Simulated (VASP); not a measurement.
# TiC in VASP: further runs

TiC is run at these levels: PBE; tasks: single point.

Everything below comes from runs of VASP 6.6.1. Logs are shortened: lines on timing, memory, paths and dates and some standing lists are left out, and cuts for length are marked.

## 1. The cell of the first run

Symmetry: I4/mmm, No. 139, tetragonal system. Conventional cell: a = 3.091 Å, b = 3.091 Å, c = 4.241 Å, α = 90.00°, β = 90.00°, γ = 90.00°. Within 2.8 Å of Ti (site symmetry 4/mmm) lie 6 C at 2.12 to 2.19 Å. Within 2.8 Å of C (site symmetry 4/mmm) lie 6 Ti at 2.12 to 2.19 Å.

## 2. Single point, PBE (z stretched by -2 % at fixed volume)

INCAR reads:

```
SYSTEM = TiC
PREC     = Accurate       ! precision mode
ENCUT    = 520            ! plane-wave cutoff, eV
EDIFF    = 1E-7           ! SCF threshold, eV
ISMEAR   = -1             ! smearing method
SIGMA    = 0.03           ! smearing width, eV
LREAL    = .FALSE.        ! projectors in reciprocal space
LASPH    = .TRUE.         ! aspherical terms in the spheres
NELM     = 80             ! most SCF steps
ALGO     = Normal         ! electronic algorithm
ISIF     = 2              ! what is computed and relaxed
LWAVE    = .FALSE.        ! write WAVECAR
LCHARG   = .FALSE.        ! write CHGCAR
GGA      = PE             ! functional
NBANDS   = 15             ! bands
```

KPOINTS reads:

```
regular mesh
0
G
  16 16 16
  0 0 0
```

POSCAR reads:

```
TiC
1.0
    0.0000000000      2.1859701065      2.1207200000
    2.1859701065      0.0000000000      2.1207200000
    2.1859701065      2.1859701065      0.0000000000
Ti C
1 1
Direct
    0.0000000000      0.0000000000      0.0000000000
    0.5000000000      0.5000000000      0.5000000000
```

Potentials or basis: VASP PAW PBE potentials, release 64 (Ti_sv, C).

Run with:

```
$ cat potpaw_PBE.64/Ti_sv/POTCAR potpaw_PBE.64/C/POTCAR > POTCAR
$ mpirun -np 1 vasp_std > vasp.out
```

OUTCAR:

```text
SYSTEM = TiC
   PREC = Accurate
   ENCUT = 520
   EDIFF = 1E-7
   ISMEAR = -1
   LREAL = .FALSE.
   LASPH = .TRUE.
   NELM = 80
   ISIF = 2
   GGA = PE

 ion  position               nearest neighbor table
   1  0.000  0.000  0.000-   2 2.12   2 2.12   2 2.19   2 2.19   2 2.19   2 2.19
   2  0.500  0.500  0.500-   1 2.12   1 2.12   1 2.19   1 2.19   1 2.19   1 2.19

  LATTYP: Found a body centered tetragonal cell.
 ALAT       =     3.0914285716
 C/A-ratio  =     1.3719999999

  Lattice vectors:

 A1 = (   0.0000000000,  -2.1859701065,  -2.1207200000)
 A2 = (   0.0000000000,   2.1859701065,  -2.1207200000)
 A3 = (   2.1859701065,   0.0000000000,   2.1207200000)

Analysis of symmetry for initial positions (statically):
=====================================================================
 Subroutine PRICEL returns:
 Original cell was already a primitive cell.

 Routine SETGRP: Setting up the symmetry group for a
 body centered tetragonal supercell.

 Subroutine GETGRP returns: Found 16 space group operations
 (whereof 16 operations were pure point group operations)
 out of a pool of 16 trial point group operations.

The static configuration has the point symmetry D_4h.

Analysis of symmetry for dynamics (positions and initial velocities):
=====================================================================
 Subroutine PRICEL returns:
 Original cell was already a primitive cell.

 Routine SETGRP: Setting up the symmetry group for a
 body centered tetragonal supercell.

 Subroutine GETGRP returns: Found 16 space group operations
 (whereof 16 operations were pure point group operations)
 out of a pool of 16 trial point group operations.

The dynamic configuration has the point symmetry D_4h.

 Subroutine INISYM returns: Found 16 space group operations
 (whereof 16 operations are pure point group operations),
 and found     1 'primitive' translations

----------------------------------------------------------------------------------------

                                     Primitive cell

  volume of cell :      20.2676

  direct lattice vectors                    reciprocal lattice vectors
     0.000000000  2.185970107  2.120720000    -0.228731399  0.228731399  0.235768984
     2.185970107  0.000000000  2.120720000     0.228731399 -0.228731399  0.235768984
     2.185970107  2.185970107  0.000000000     0.228731399  0.228731399 -0.235768984

  length of vectors
     3.045639280  3.045639280  3.091428572     0.400278802  0.400278802  0.400278802

  position of ions in fractional coordinates (direct lattice)
     0.000000000  0.000000000  0.000000000
     0.500000000  0.500000000  0.500000000

  ion indices of the primitive-cell ions
   primitive index   ion index
                 1           1
                 2           2

----------------------------------------------------------------------------------------

 KPOINTS: regular mesh

Automatic generation of k-mesh.
 Grid dimensions read from file:
 generate k-points for:   16   16   16

 Generating k-lattice:

  Cartesian coordinates                     Fractional coordinates (reciprocal lattice)
    -0.014295712  0.014295712  0.014735562     0.062500000  0.000000000  0.000000000
     0.014295712 -0.014295712  0.014735562     0.000000000  0.062500000  0.000000000
     0.014295712  0.014295712 -0.014735562     0.000000000  0.000000000  0.062500000

  Length of vectors
     0.025017425  0.025017425  0.025017425

  Shift w.r.t. Gamma in fractional coordinates (k-lattice)
     0.000000000  0.000000000  0.000000000

 Subroutine IBZKPT returns following result:
 ===========================================

 Found    349 irreducible k-points:

 Following reciprocal coordinates:
            Coordinates               Weight
  0.000000  0.000000  0.000000      1.000000
  0.062500  0.000000  0.000000      8.000000
  0.125000  0.000000  0.000000      8.000000
  0.187500  0.000000  0.000000      8.000000
  0.250000  0.000000  0.000000      8.000000
  0.312500  0.000000  0.000000      8.000000
[... 16 lines left out ...]
 -0.125000  0.062500  0.000000      8.000000
 -0.062500  0.062500  0.000000      4.000000
 [... further k-points ...]
   k-points           NKPTS =    349   k-points in BZ     NKDIM =    349   number of bands    NBANDS=     15
   number of dos      NEDOS =    301   number of ions     NIONS =      2
   total plane-waves  NPLWV =  13824
   dimension x,y,z NGX =    24 NGY =   24 NGZ =   24
   dimension x,y,z NGXF=    48 NGYF=   48 NGZF=   48
   ions per type =               1   1
   NGX,Y,Z   is equivalent  to a cutoff of  13.10, 13.10, 12.91 a.u.
   NGXF,Y,Z  is equivalent  to a cutoff of  26.20, 26.20, 25.81 a.u.
 SYSTEM =  TiC
   PREC   = accura    normal or accurate (medium, high low for compatibility)
   ISTART =      0    job   : 0-new  1-cont  2-samecut
   ICHARG =      2    charge: 1-file 2-atom 10-const
   ISPIN  =      1    spin polarized calculation?
   LNONCOLLINEAR =      F non collinear calculations
   LSORBIT =      F    spin-orbit coupling
   LASPH  =      T    aspherical Exc in radial PAW
   ENCUT  =  520.0 eV  38.22 Ry    6.18 a.u.   5.66  5.66  5.75*2*pi/ulx,y,z
   NELM   =     80;   NELMIN=  2; NELMDL= -5     # of ELM steps
   EDIFF  = 0.1E-06   stopping-criterion for ELM
   LREAL  =      F    real-space projection
   EDIFFG = 0.1E-05   stopping-criterion for IOM
   NSW    =      0    number of steps for IOM
   IBRION =     -1    ionic relax: 0-MD 1-quasi-New 2-CG
   NFREE  =      0    steps in history (QN), initial steepest desc. (CG)
   ISIF   =      2    stress and relaxation
   ISYM   =      2    0-nonsym 1-usesym 2-fastsym
   POTIM  = 0.5000    time-step for ionic-motion
   TEBEG  =    0.0;   TEEND  =   0.0 temperature during run
   PSTRESS=    0.0 pullay stress
   NELECT =      16.0000    total number of electrons
   NUPDOWN=      -1.0000    fix difference up-down
   EMIN   =  10.00;   EMAX   =-10.00  energy-range for DOS
   EFERMI =   0.00;   METHOD = LEGACY
   ISMEAR =    -1;   SIGMA  =   0.03  broadening in eV -4-tet -1-fermi 0-gaus
   EFERMI_NEDOS =   21; number of points for ismear=-14 and -15
   IALGO  =     38    algorithm
   IMIX   =      4    mixing-type and parameters
     AMIX     =   0.40;   BMIX     =  1.00
     AMIX_MAG =   1.60;   BMIX_MAG =  1.00
  volume/ion in A,a.u.               =      10.13        68.39
  Fermi-wavevector in a.u.,A,eV,Ry     =   1.513030  2.859212 31.147275  2.289260
  Thomas-Fermi vector in A             =   2.622876
   LORBIT       =      0    0 simple, 1 ext, 2 COOP (PROOUT), +10 PAW based schemes
   GGA     = PE    functional components
   LHFCALC =     F    Hartree Fock is set to
   AEXX    =    0.0000 exact exchange contribution
   IVDW    =     0    specifies the selected vdW correction
   LEPSILON=     F    determine dielectric tensor
   LRPA    =     F    only Hartree local field effects (RPA)
 non-spin polarized calculation
  energy-cutoff  :      520.00
  volume of cell :       20.27
 maximum number of plane-waves:       560
   NGX = 11   NGY = 11   NGZ = 11

 number of electron      15.9999999 magnetization

 Free energy of the ion-electron system (eV)
  ---------------------------------------------------
  ext. energy  EPLUGINS =         0.00000000
  ---------------------------------------------------
  free energy    TOTEN  =       -18.69326882 eV

  energy without entropy =      -18.69232394  energy(sigma->0) =      -18.69279638

 E-fermi :   9.4522     XC(G=0): -12.7084

 val. band max:        9.4397549238   @ k =   0.4375   0.0000   0.4375
 cond. band min:       9.4632831531   @ k =   0.3750  -0.0000   0.3125
 fundamental gap:      0.0235282294
 Fermi energy:         9.4522158407

 k-point     1 :       0.0000    0.0000    0.0000
  band No.  band energies     occupation
      1     -47.1380      2.00000
      2     -23.1747      2.00000
      3     -23.1747      2.00000
      4     -23.1350      2.00000
      5      -2.9679      2.00000
      6      10.0652      0.00000
      7      10.0652      0.00000
      8      10.2861      0.00000
      9      11.0462      0.00000
     10      11.0825      0.00000
     11      11.0825      0.00000
     12      11.2001      0.00000
     13      11.2492      0.00000
     14      19.9834      0.00000
     15      23.4927      0.00000

 k-point     2 :       0.0625    0.0000    0.0000
  band No.  band energies     occupation
      1     -47.1352      2.00000
      2     -23.1895      2.00000
      3     -23.1770      2.00000
      4     -23.1414      2.00000
      5      -2.8790      2.00000
      6       9.6766      0.00113
      7       9.8436      0.00000
      8      10.0113      0.00000
      9      10.4279      0.00000
     10      10.5186      0.00000
     11      11.3657      0.00000
     12      12.0533      0.00000
     13      12.2342      0.00000
     14      20.1434      0.00000
     15      23.5286      0.00000

 k-point     3 :       0.1250    0.0000    0.0000
  band No.  band energies     occupation
      1     -47.1273      2.00000
      2     -23.2404      2.00000
      3     -23.1836      2.00000
      4     -23.1506      2.00000
      5      -2.6181      2.00000
      6       8.8045      2.00000
      7       9.0868      1.99999
      8       9.2175      1.99920
      9      10.5178      0.00000
     10      10.5961      0.00000
     11      11.6953      0.00000
     12      13.1011      0.00000
     13      13.3170      0.00000
     14      20.5307      0.00000
     15      23.5480      0.00000

 k-point     4 :       0.1875    0.0000    0.0000
  band No.  band energies     occupation
      1     -47.1153      2.00000
      2     -23.3214      2.00000
      3     -23.1934      2.00000
      4     -23.1586      2.00000
      5      -2.2012      2.00000
      6       7.7762      2.00000
      7       8.3368      2.00000
      8       8.4434      2.00000
      9      10.8156      0.00000
     10      10.8655      0.00000
     11      11.9840      0.00000
     12      14.1474      0.00000
     13      14.4014      0.00000
     14      20.8307      0.00000
     15      23.5276      0.00000
[... 307 lines left out ...]
 k-point    22 :      -0.1875    0.0625    0.0000
  band No.  band energies     occupation
      1     -47.1092      2.00000
      2     -23.3555      2.00000
      3     -23.1908      2.00000
      4     -23.1774      2.00000
      5      -1.9932      2.00000
      6       7.3229      2.00000
      7       7.9536      2.00000
      8       8.3198      2.00000
      9      10.7117      0.00000
     10      11.2760      0.00000
     11      12.2166      0.00000
     12      14.1785      0.00000
     13      15.0247      0.00000
     14      20.9080      0.00000
     15      23.5995      0.00000

 k-point    23 :      -0.1250    0.0625    0.0000
  band No.  band energies     occupation
      1     -47.1218      2.00000
      2     -23.2747      2.00000
      3     -23.1820      2.00000
      4     -23.1637      2.00000
      5      -2.4409      2.00000
      6       8.3369      2.00000
      7       8.6276      2.00000
      8       8.9211      2.00000
      9      10.3823      0.00000
     10      11.0469      0.00000
     11      11.9816      0.00000
     12      13.1920      0.00000
     13      14.0219      0.00000
     14      20.7412      0.00000
     15      23.5934      0.00000

 k-point    24 :      -0.0625    0.0625    0.0000
  band No.  band energies     occupation
      1     -47.1309      2.00000
      2     -23.2185      2.00000
      3     -23.1771      2.00000
      4     -23.1487      2.00000
      5      -2.7426      2.00000
      6       9.2709      1.99526
      7       9.3823      1.82262
      8       9.4314      1.33435
      9      10.1763      0.00000
     10      10.8855      0.00000
     11      11.7094      0.00000
     12      12.3835      0.00000
     13      13.0025      0.00000
     14      20.3595      0.00000
     15      23.5915      0.00000

 [... further k-points ...]

------------------------ aborting loop because EDIFF is reached ----------------------------------------

  FORCE on cell =-STRESS in cart. coord.  units (eV):
  Direction    XX          YY          ZZ          XY          YZ          ZX
  --------------------------------------------------------------------------------------
  -------------------------------------------------------------------------------------
  Total       -0.3372687     -0.3372687      1.2474108      0.0000000      0.0000000     -0.0000000
  in kB      -26.6615171    -26.6615171     98.6093963      0.0000000      0.0000000     -0.0000000
  external PRESSURE =      15.0954540 kB  Pullay stress =       0.0000000 kB

 VOLUME and BASIS-vectors are now :
 -----------------------------------------------------------------------------
  energy-cutoff  :      520.00
  volume of cell :       20.27
      direct lattice vectors                 reciprocal lattice vectors
     0.000000000  2.185970107  2.120720000    -0.228731399  0.228731399  0.235768984
     2.185970107  0.000000000  2.120720000     0.228731399 -0.228731399  0.235768984
     2.185970107  2.185970107  0.000000000     0.228731399  0.228731399 -0.235768984

 POSITION                                       TOTAL-FORCE (eV/Angst)
 -----------------------------------------------------------------------------------
      0.00000      0.00000      0.00000         0.000000     -0.000000      0.000000
      2.18597      2.18597      2.12072        -0.000000      0.000000     -0.000000
 -----------------------------------------------------------------------------------
    total drift:                                0.000000     -0.000000     -0.000000

  FREE ENERGIE OF THE ION-ELECTRON SYSTEM (eV)
  ---------------------------------------------------
  free  energy   TOTEN  =       -18.6932688173 eV

  energy  without entropy=      -18.6923239421  energy(sigma->0) =      -18.69279638
```

Wall time 58 s (1 thread of Intel Xeon 6975P-C (Granite Rapids), shared host); peak memory 0.22 GiB.

Results:

* Free energy: -18.6933 eV
* Pressure: 1.5 GPa
* Band gap on the k mesh: zero (band 8 reaches 10.29 eV, above the bottom of band 9 at 8.86 eV)

## 3. Single point, PBE (atom 2 (C) moved by [0.05, 0.0, 0.0] A)

INCAR reads:

```
SYSTEM = TiC
PREC     = Accurate       ! precision mode
ENCUT    = 520            ! plane-wave cutoff, eV
EDIFF    = 1E-6           ! SCF threshold, eV
ISMEAR   = -1             ! smearing method
SIGMA    = 0.03           ! smearing width, eV
LREAL    = .False.        ! projectors in reciprocal space
LASPH    = .True.         ! aspherical terms in the spheres
NELM     = 100            ! most SCF steps
ALGO     = Normal         ! electronic algorithm
ISIF     = 2              ! what is computed and relaxed
LWAVE    = .False.        ! write WAVECAR
LCHARG   = .False.        ! write CHGCAR
GGA      = PE             ! functional
NBANDS   = 15             ! bands
```

KPOINTS reads:

```
Automatic mesh
0
Gamma
  16 16 16
  0 0 0
```

POSCAR reads:

```
TiC
1.0
    0.0000000000      2.1640000000      2.1640000000
    2.1640000000      0.0000000000      2.1640000000
    2.1640000000      2.1640000000      0.0000000000
Ti C
1 1
Direct
    0.0000000000      0.0000000000      0.0000000000
    0.4884473198      0.5115526802      0.5115526802
```

Potentials or basis: VASP PAW PBE potentials, release 64 (Ti_sv, C).

Run with:

```
$ cat potpaw_PBE.64/Ti_sv/POTCAR potpaw_PBE.64/C/POTCAR > POTCAR
$ mpirun -np 1 vasp_std > vasp.out
```

Run time: 54 s. Hardware: 1 thread of Intel Xeon 6975P-C (Granite Rapids), shared host; peak memory 0.22 GiB.

The run converged. Its results:

| Item | Value |
| --- | --- |
| Free energy | -18.6970 eV |
| Pressure | 1.4 GPa |
| Largest force | 0.461 eV/Å |
| Band gap on the k mesh | zero (band 8 reaches 10.14 eV, above the bottom of band 9 at 9.03 eV) |

Forces on the atoms (eV/Å):
```
Ti   0.461  0.000  0.000
C   -0.461  0.000  0.000
```

Stress tensor (GPa, compression positive):
```
1.70 0.00 0.00
0.00 1.18 0.00
0.00 0.00 1.18
```

Levels at points of the mesh, in eV from the Fermi level:
```csv
k point,band 5,band 6,band 7,band 8,band 9,band 10,band 11,band 12
"(0.00, 0.00, 0.00)",-12.42,0.60,0.60,0.69,1.26,1.71,1.77,1.77
"(0.50, 0.00, 0.00)",-8.93,-5.85,-2.91,-2.91,2.91,2.92,4.10,7.87
"(0.50, 0.50, 0.00)",-10.13,-3.44,-1.70,-0.06,0.04,2.73,3.52,3.52
"(0.00, 0.50, 0.50)",-10.13,-3.43,-1.63,-0.04,-0.04,2.71,3.52,3.52
```

Caveat: the cell differs from its parent crystal (atom 2 (C) moved by [0.05, 0.0, 0.0] A).

(Part 1 of 2 ends here.)
